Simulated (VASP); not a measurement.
# GaSi (Fd-3m) in VASP: notebook, part 2 of 2

VASP 6.6.1.

## 3. Single point, r2SCAN

This run uses another cell than the first one, of 17.45 Å³/atom, 1.015 times its volume.

The input, POSCAR:

```
GaSi
1.0
    0.0000000000      3.2678989370      3.2678989370
    3.2678989370      0.0000000000      3.2678989370
    3.2678989370      3.2678989370      0.0000000000
Ga Si
2 2
Direct
    0.5000000000      0.5000000000      0.5000000000
    0.7500000000      0.7500000000      0.7500000000
    0.0000000000      0.0000000000      0.0000000000
    0.2500000000      0.2500000000      0.2500000000
```

The input, INCAR.step1:

```
SYSTEM = GaSi
  ALGO = Normal
  EDIFF = 1E-4
  ENCUT = 520
  GGA = PE
  ISMEAR = 0
  LASPH = .True.
  LCHARG = .False.
  LREAL = .False.
  LWAVE = .True.
  NBANDS = 25
  NELM = 60
  PREC = Accurate
  SIGMA = 0.1
```

The input, INCAR.step2:

```
SYSTEM = GaSi
  ALGO = Normal
  EDIFF = 1E-6
  ENCUT = 520
  ISIF = 2
  ISMEAR = 0
  ISTART = 1
  LASPH = .True.
  LCHARG = .False.
  LMIXTAU = .True.
  LREAL = .False.
  LWAVE = .False.
  METAGGA = R2SCAN
  NBANDS = 25
  NELM = 60
  PREC = Accurate
  SIGMA = 0.1
```

The input, KPOINTS:

```
k-points
0
Gamma
  6 6 6
  0 0 0
```

Potentials or basis: VASP PAW PBE potentials, release 64 (Ga_d, Si).

The run is started by

```
> cat potpaw_PBE.64/Ga_d/POTCAR potpaw_PBE.64/Si/POTCAR > POTCAR
> cp INCAR.step1 INCAR
> mpirun -np 1 vasp_std > vasp.out
> cp INCAR.step2 INCAR
> mpirun -np 1 vasp_std > vasp.out
```

OUTCAR:

```text
SYSTEM = GaSi
   EDIFF = 1E-6
   ENCUT = 520
   ISIF = 2
   ISMEAR = 0
   ISTART = 1
   LASPH = .True.
   LREAL = .False.
   METAGGA = R2SCAN
   NELM = 60
   PREC = Accurate

 ion  position               nearest neighbor table
   1  0.500  0.500  0.500-   4 2.83   4 2.83   4 2.83   2 2.83   4 2.83   2 2.83   2 2.83   2 2.83

   2  0.750  0.750  0.750-   1 2.83   1 2.83   1 2.83   1 2.83   3 2.83   3 2.83   3 2.83   3 2.83

   3  0.000  0.000  0.000-   2 2.83   2 2.83   2 2.83   2 2.83   4 2.83   4 2.83   4 2.83   4 2.83

   4  0.250  0.250  0.250-   3 2.83   3 2.83   3 2.83   1 2.83   3 2.83   1 2.83   1 2.83   1 2.83

  LATTYP: Found a face centered cubic cell.
 ALAT       =     6.5357978740

  Lattice vectors:

 A1 = (   0.0000000000,   3.2678989370,   3.2678989370)
 A2 = (   3.2678989370,   0.0000000000,   3.2678989370)
 A3 = (   3.2678989370,   3.2678989370,   0.0000000000)

Analysis of symmetry for initial positions (statically):
=====================================================================
 Subroutine PRICEL returns:
 Original cell was already a primitive cell.

 Routine SETGRP: Setting up the symmetry group for a
 face centered cubic supercell.

 Subroutine GETGRP returns: Found 48 space group operations
 (whereof 24 operations were pure point group operations)
 out of a pool of 48 trial point group operations.

The static configuration has the point symmetry T_d .
 The point group associated with its full space group is O_h .

Analysis of symmetry for dynamics (positions and initial velocities):
=====================================================================
 Subroutine PRICEL returns:
 Original cell was already a primitive cell.

 Routine SETGRP: Setting up the symmetry group for a
 face centered cubic supercell.

 Subroutine GETGRP returns: Found 48 space group operations
 (whereof 24 operations were pure point group operations)
 out of a pool of 48 trial point group operations.

The dynamic configuration has the point symmetry T_d .
 The point group associated with its full space group is O_h .

 Subroutine INISYM returns: Found 48 space group operations
 (whereof 24 operations are pure point group operations),
 and found     1 'primitive' translations

----------------------------------------------------------------------------------------

                                     Primitive cell

  volume of cell :      69.7969

  direct lattice vectors                    reciprocal lattice vectors
     0.000000000  3.267898937  3.267898937    -0.153003508  0.153003508  0.153003508
     3.267898937  0.000000000  3.267898937     0.153003508 -0.153003508  0.153003508
     3.267898937  3.267898937  0.000000000     0.153003508  0.153003508 -0.153003508

  length of vectors
     4.621506997  4.621506997  4.621506997     0.265009849  0.265009849  0.265009849

  position of ions in fractional coordinates (direct lattice)
     0.500000000  0.500000000  0.500000000
     0.750000000  0.750000000  0.750000000
     0.000000000  0.000000000  0.000000000
[... 25 lines left out ...]
     0.044168308  0.044168308  0.044168308

  Shift w.r.t. Gamma in fractional coordinates (k-lattice)
     0.000000000  0.000000000  0.000000000

 Subroutine IBZKPT returns following result:
 ===========================================

 Found     16 irreducible k-points:

 Following reciprocal coordinates:
            Coordinates               Weight
  0.000000  0.000000  0.000000      1.000000
  0.166667  0.000000  0.000000      8.000000
  0.333333  0.000000  0.000000      8.000000
  0.500000  0.000000  0.000000      4.000000
  0.166667  0.166667  0.000000      6.000000
  0.333333  0.166667  0.000000     24.000000
[... 8 lines left out ...]
 -0.333333  0.333333  0.166667     24.000000
 -0.333333  0.500000  0.166667     12.000000
   k-points           NKPTS =     16   k-points in BZ     NKDIM =     16   number of bands    NBANDS=     25
   number of dos      NEDOS =    301   number of ions     NIONS =      4
   total plane-waves  NPLWV =  46656
   dimension x,y,z NGX =    36 NGY =   36 NGZ =   36
   dimension x,y,z NGXF=    72 NGYF=   72 NGZF=   72
   ions per type =               2   2
   NGX,Y,Z   is equivalent  to a cutoff of  12.95, 12.95, 12.95 a.u.
   NGXF,Y,Z  is equivalent  to a cutoff of  25.90, 25.90, 25.90 a.u.
 SYSTEM =  GaSi
   PREC   = accura    normal or accurate (medium, high low for compatibility)
   ISTART =      1    job   : 0-new  1-cont  2-samecut
   ICHARG =      0    charge: 1-file 2-atom 10-const
   ISPIN  =      1    spin polarized calculation?
   LNONCOLLINEAR =      F non collinear calculations
   LSORBIT =      F    spin-orbit coupling
   LASPH  =      T    aspherical Exc in radial PAW
   ENCUT  =  520.0 eV  38.22 Ry    6.18 a.u.   8.59  8.59  8.59*2*pi/ulx,y,z
   NELM   =     60;   NELMIN=  2; NELMDL=  0     # of ELM steps
   EDIFF  = 0.1E-05   stopping-criterion for ELM
   LREAL  =      F    real-space projection
   EDIFFG = 0.1E-04   stopping-criterion for IOM
   NSW    =      0    number of steps for IOM
   IBRION =     -1    ionic relax: 0-MD 1-quasi-New 2-CG
   NFREE  =      0    steps in history (QN), initial steepest desc. (CG)
   ISIF   =      2    stress and relaxation
   ISYM   =      2    0-nonsym 1-usesym 2-fastsym
   POTIM  = 0.5000    time-step for ionic-motion
   TEBEG  =    0.0;   TEEND  =   0.0 temperature during run
   PSTRESS=    0.0 pullay stress
   NELECT =      34.0000    total number of electrons
   NUPDOWN=      -1.0000    fix difference up-down
   EMIN   =  10.00;   EMAX   =-10.00  energy-range for DOS
   EFERMI =   0.00;   METHOD = LEGACY
   ISMEAR =     0;   SIGMA  =   0.10  broadening in eV -4-tet -1-fermi 0-gaus
   EFERMI_NEDOS =   21; number of points for ismear=-14 and -15
   IALGO  =     38    algorithm
   IMIX   =      4    mixing-type and parameters
     AMIX     =   0.40;   BMIX     =  1.00
     AMIX_MAG =   1.60;   BMIX_MAG =  1.00
  volume/ion in A,a.u.               =      17.45       117.75
  Fermi-wavevector in a.u.,A,eV,Ry     =   1.288119  2.434191 22.575461  1.659250
  Thomas-Fermi vector in A             =   2.420092
   LORBIT       =      0    0 simple, 1 ext, 2 COOP (PROOUT), +10 PAW based schemes
   METAGGA = R2SCAN    functional components
   LHFCALC =     F    Hartree Fock is set to
   AEXX    =    0.0000 exact exchange contribution
   IVDW    =     0    specifies the selected vdW correction
   LEPSILON=     F    determine dielectric tensor
   LRPA    =     F    only Hartree local field effects (RPA)
 non-spin polarized calculation
 Gauss-broadening in eV      SIGMA  =   0.10
  energy-cutoff  :      520.00
  volume of cell :       69.80
 maximum number of plane-waves:      1895
 NGX is ok and might be reduce to    36
   NGX = 17   NGY = 17   NGZ = 17

 number of electron      33.9999979 magnetization

 Free energy of the ion-electron system (eV)
  ---------------------------------------------------
  ext. energy  EPLUGINS =         0.00000000
  ---------------------------------------------------
  free energy    TOTEN  =       -38.23798405 eV

  energy without entropy =      -38.22640293  energy(sigma->0) =      -38.23219349

 E-fermi :   7.2997     XC(G=0): -11.8991

 val. band max:        7.2447219179   @ k =   0.1667   0.1667   0.0000
 cond. band min:       7.3705235463   @ k =   0.3333   0.1667   0.0000
 fundamental gap:      0.1258016284
 Fermi energy:         7.2996836870

 k-point     1 :       0.0000    0.0000    0.0000
  band No.  band energies     occupation
      1      -8.5556      2.00000
      2      -8.5556      2.00000
      3      -8.5555      2.00000
      4      -8.5305      2.00000
      5      -8.5305      2.00000
      6      -8.3867      2.00000
[... 437 lines left out ...]
     24      14.0219      0.00000
     25      14.9269      0.00000

------------------------ aborting loop because EDIFF is reached ----------------------------------------

  FORCE on cell =-STRESS in cart. coord.  units (eV):
  Direction    XX          YY          ZZ          XY          YZ          ZX
  --------------------------------------------------------------------------------------
  -------------------------------------------------------------------------------------
  Total       -2.1118928     -2.1118928     -2.1118928      0.0000000      0.0000000      0.0000000
  in kB      -48.4782125    -48.4782125    -48.4782125      0.0000000      0.0000000      0.0000000
  external PRESSURE =     -48.4782125 kB  Pullay stress =       0.0000000 kB

 VOLUME and BASIS-vectors are now :
 -----------------------------------------------------------------------------
  energy-cutoff  :      520.00
  volume of cell :       69.80
      direct lattice vectors                 reciprocal lattice vectors
     0.000000000  3.267898937  3.267898937    -0.153003508  0.153003508  0.153003508
     3.267898937  0.000000000  3.267898937     0.153003508 -0.153003508  0.153003508
     3.267898937  3.267898937  0.000000000     0.153003508  0.153003508 -0.153003508

 POSITION                                       TOTAL-FORCE (eV/Angst)
 -----------------------------------------------------------------------------------
      3.26790      3.26790      3.26790        -0.000000     -0.000000     -0.000000
      4.90185      4.90185      4.90185         0.000000     -0.000000      0.000000
      0.00000      0.00000      0.00000         0.000000      0.000000      0.000000
      1.63395      1.63395      1.63395         0.000000      0.000000     -0.000000
 -----------------------------------------------------------------------------------
    total drift:                                0.000000      0.000000      0.000000

  FREE ENERGIE OF THE ION-ELECTRON SYSTEM (eV)
  ---------------------------------------------------
  free  energy   TOTEN  =       -38.2379840482 eV

  energy  without entropy=      -38.2264029312  energy(sigma->0) =      -38.23219349
```

Wall time 2.6 min (1 thread of AMD EPYC 7R13 (Zen 3), shared host); peak memory 0.19 GiB.

Results:

```yaml
Free_energy: -38.2380 eV
Pressure: -4.8 GPa
Band_gap_on_the_k_mesh: zero (band 17 reaches 10.88 eV, above the bottom of band 18 at 4.94 eV)
```

Caveat: the PAW data sets were made with another functional, which shifts forces and pressure a little.
